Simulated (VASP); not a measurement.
AlN, 4 atoms in the cell. The structure is hexagonal, space group P6_3mc (No. 186). Conventional cell: a = 3.136 Å, b = 3.136 Å, c = 5.033 Å, α = 90.00°, β = 90.00°, γ = 120.00°. Al (site symmetry 3m) has 4 N at 1.91 to 1.92 Å within 2.5 Å. N (site symmetry 3m) has 4 Al at 1.91 to 1.92 Å within 2.5 Å. 

- Program: VASP 6.6.1
- Task: single point
- Functional: r2SCAN
- Potentials or basis: VASP PAW PBE potentials, release 64 (Al, N)
- Cutoff: 520 eV
- k mesh: 9 × 9 × 6
- Occupations: gaussian, width 0.02 eV
- Spin: no spin polarisation
- Dipole correction: no
- Further INCAR settings: ALGO = Normal; EDIFF = 1e-06; NBANDS = 16

Potentials or basis: VASP PAW PBE potentials, release 64 (Al, N).

Run with:

```console
$ cat potpaw_PBE.64/Al/POTCAR potpaw_PBE.64/N/POTCAR > POTCAR
$ cp INCAR.step1 INCAR
$ mpirun -np 1 vasp_std > vasp.out
$ cp INCAR.step2 INCAR
$ mpirun -np 1 vasp_std > vasp.out
```

Hardware: 1 thread of AMD EPYC 9R45 96-Core Processor (Zen 5), with other jobs on the host.

Problem. How long does it take, and how much memory?

Solution. Wall time 60 s on 1 thread of AMD EPYC 9R45 96-Core Processor (Zen 5) (shared host), peak memory 0.14 GiB. Counts: k points 48.
